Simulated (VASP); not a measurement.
The system is GaN.

```
Ga N
1.0
     0.00000    2.25350    2.25350
     2.25350    0.00000    2.25350
     2.25350    2.25350    0.00000
Ga N
1 1
Direct
  0.00000 0.00000 0.00000
  0.25000 0.25000 0.25000
```

Program: VASP 6.6.1. Alike in all runs: task single point; potentials or basis VASP PAW PBE potentials, release 64 (Ga_d, N); cell as given; k mesh 5 × 5 × 5; cutoff (eV) 520.

Problem. Order these runs on this cell by their pressure, lowest first.
A. level r2SCANh; spin non-collinear, zero start, SOC; smearing gaussian 0.05 eV; share of exact exchange 0.1
B. level PBEsol-based global hybrid with 25 % exact exchange; spin off; smearing fermi-dirac 0.05 eV; share of exact exchange 0.25
C. level HF+D3(BJ); spin off; smearing gaussian 0.1 eV; share of exact exchange 1

Solution. C (-14.8 GPa), B (-5.9 GPa), A (-1.8 GPa).

Caveats: all runs use coarse meshes; the PAW data sets were made with another functional, which shifts forces and pressure a little; the dispersion term is far too large for a dense solid, which distorts pressure and volume (at least some runs).
